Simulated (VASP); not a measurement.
A run of VASP 6.6.1 is set up as follows.

File INCAR:

```
  PREC = Accurate
  ENCUT = 520
  EDIFF = 1E-7
  ISMEAR = -1
  SIGMA = 0.05
  LREAL = Auto
  LASPH = True
  NELM = 80
  ALGO = Normal
  ISIF = 2
  LWAVE = False
  LCHARG = False
  GGA = PS
  IBRION = 2
  NSW = 100
  EDIFFG = -0.03
  NELECT = 254.0
```

Contents of KPOINTS:

```
Automatic mesh
0
Gamma
  1 1 1
```

The input POSCAR:

```
Si31C32
1.0
    8.7137060000      0.0000000000      0.0000000000
    0.0000000000      8.7137060000      0.0000000000
    0.0000000000      0.0000000000      8.7137060000
Si C
31 32
Direct
    0.9983030000      0.0029520000      0.0015420000
    0.0004390000      0.9984370000      0.5052010000
    0.9976880000      0.5010110000      0.9991740000
    0.0034050000      0.5006910000      0.5004920000
    0.5037010000      0.0015150000      0.0046240000
    0.4996250000      0.9968120000      0.4978600000
    0.5022470000      0.4964160000      0.9975030000
    0.2507360000      0.2515880000      0.0000250000
    0.2475240000      0.2483980000      0.5021600000
    0.2524140000      0.7492720000      0.0009400000
    0.2488570000      0.7515460000      0.4964040000
    0.7525800000      0.2500420000      0.9978960000
    0.7519460000      0.2504970000      0.4979540000
    0.7496090000      0.7495460000      0.9964600000
    0.7540190000      0.7508940000      0.4992960000
    0.2505520000      0.9952040000      0.2565870000
    0.2498420000      0.0009340000      0.7466590000
    0.2517260000      0.5020910000      0.2470900000
    0.2478980000      0.4973200000      0.7473560000
    0.7498540000      0.9985110000      0.2547350000
    0.7483770000      0.0033680000      0.7481070000
    0.7500790000      0.4990470000      0.2521410000
    0.7489120000      0.5038460000      0.7537840000
    0.0027110000      0.2534990000      0.2514630000
    0.0011280000      0.2519640000      0.7500890000
    0.9971590000      0.7509350000      0.2544470000
    0.0000160000      0.7489280000      0.7472310000
    0.4984930000      0.2515330000      0.2455480000
    0.4983920000      0.2521020000      0.7504430000
    0.4997560000      0.7475260000      0.2471520000
    0.5022820000      0.7485470000      0.7473180000
    0.1246830000      0.1231600000      0.1235360000
    0.1252330000      0.1262910000      0.6256310000
    0.1238530000      0.6249530000      0.1259760000
    0.1239370000      0.6238930000      0.6279330000
    0.6246960000      0.1288810000      0.1237960000
    0.6255140000      0.1233700000      0.6274610000
    0.6276190000      0.6257240000      0.1300820000
    0.6234850000      0.6218790000      0.6229760000
    0.3762470000      0.3783990000      0.1241340000
    0.3739830000      0.3726340000      0.6222470000
    0.3772530000      0.8718860000      0.1274560000
    0.3748570000      0.8738480000      0.6244670000
    0.8724520000      0.3723470000      0.1263260000
    0.8755620000      0.3743560000      0.6256360000
    0.8722200000      0.8755720000      0.1274750000
    0.8755880000      0.8723690000      0.6245630000
    0.3713160000      0.1218760000      0.3778040000
    0.3714140000      0.1254640000      0.8783540000
    0.3739690000      0.6226020000      0.3791300000
    0.3789230000      0.6270980000      0.8762380000
    0.8761610000      0.1252640000      0.3769750000
    0.8743340000      0.1215770000      0.8761020000
    0.8775140000      0.6250360000      0.3741700000
    0.8748790000      0.6278390000      0.8785710000
    0.1260830000      0.3739650000      0.3751000000
    0.1276040000      0.3749530000      0.8724000000
    0.1268810000      0.8768730000      0.3759770000
    0.1238850000      0.8749970000      0.8756090000
    0.6238610000      0.3758490000      0.3747890000
    0.6239110000      0.3761320000      0.8803830000
    0.6313690000      0.8714830000      0.3728380000
    0.6237890000      0.8743220000      0.8735460000
```

Potentials or basis: VASP PAW PBE potentials, release 64 (Si, C).

Command:

```bash
$ cat potpaw_PBE.64/Si/POTCAR potpaw_PBE.64/C/POTCAR > POTCAR
$ mpirun -np 1 vasp_gam > vasp.out
```

**Question.** Predict the energy gained by relaxing.

**Answer.** 31.4 meV/atom.

Forces on the atoms (eV/Å):
```
Si   0.004 -0.001 -0.003
Si   0.002 -0.003 -0.006
Si   0.005 -0.002  0.000
Si  -0.001  0.002  0.004
Si  -0.005 -0.010 -0.002
Si   0.001  0.002  0.007
Si  -0.004  0.003  0.008
Si  -0.004  0.002 -0.007
Si   0.006  0.005 -0.003
Si  -0.004  0.002  0.006
Si   0.006 -0.011  0.002
Si   0.001  0.002  0.003
Si  -0.006 -0.001 -0.002
Si   0.005 -0.007 -0.009
Si  -0.005  0.001 -0.006
Si   0.001  0.002  0.004
Si   0.000 -0.004 -0.001
Si   0.001 -0.002  0.004
Si  -0.002  0.005  0.000
Si   0.001  0.003  0.003
Si   0.001 -0.002 -0.006
Si  -0.003  0.005  0.012
Si  -0.009  0.008 -0.005
Si  -0.002  0.003  0.005
Si   0.003  0.000 -0.005
Si   0.007 -0.010  0.008
Si  -0.002 -0.007 -0.008
Si   0.006 -0.002  0.005
Si  -0.005  0.008 -0.014
Si  -0.002  0.011 -0.002
Si  -0.005  0.002 -0.001
C    0.000  0.000  0.006
C   -0.004  0.001  0.000
C   -0.009 -0.002 -0.001
C    0.006  0.008 -0.002
C    0.005 -0.007 -0.002
C   -0.002 -0.002 -0.002
C   -0.001  0.005 -0.011
C   -0.004 -0.003  0.015
C   -0.002 -0.007 -0.005
C    0.014  0.001  0.003
C   -0.002  0.012 -0.007
C    0.002 -0.001  0.001
C    0.001  0.007 -0.007
C    0.000 -0.005 -0.007
C    0.008 -0.005  0.000
C    0.000  0.007 -0.005
C   -0.003  0.002  0.005
C    0.006 -0.007  0.002
C    0.008 -0.009 -0.008
C   -0.001  0.006  0.013
C    0.004 -0.005  0.003
C   -0.002  0.004  0.007
C   -0.010 -0.001  0.004
C    0.004 -0.008  0.000
C    0.000  0.003 -0.001
C    0.000  0.003  0.006
C   -0.006  0.003 -0.002
C   -0.005 -0.001  0.004
C    0.003 -0.007  0.000
C    0.005 -0.002  0.001
C   -0.001 -0.001 -0.003
C   -0.003  0.005  0.005
```

Caveat: the k points lie up to 0.72 Å⁻¹ apart; the cell carries a net charge on a neutralising background, which shifts energy and pressure; the PAW data sets were made with another functional, which shifts forces and pressure a little.
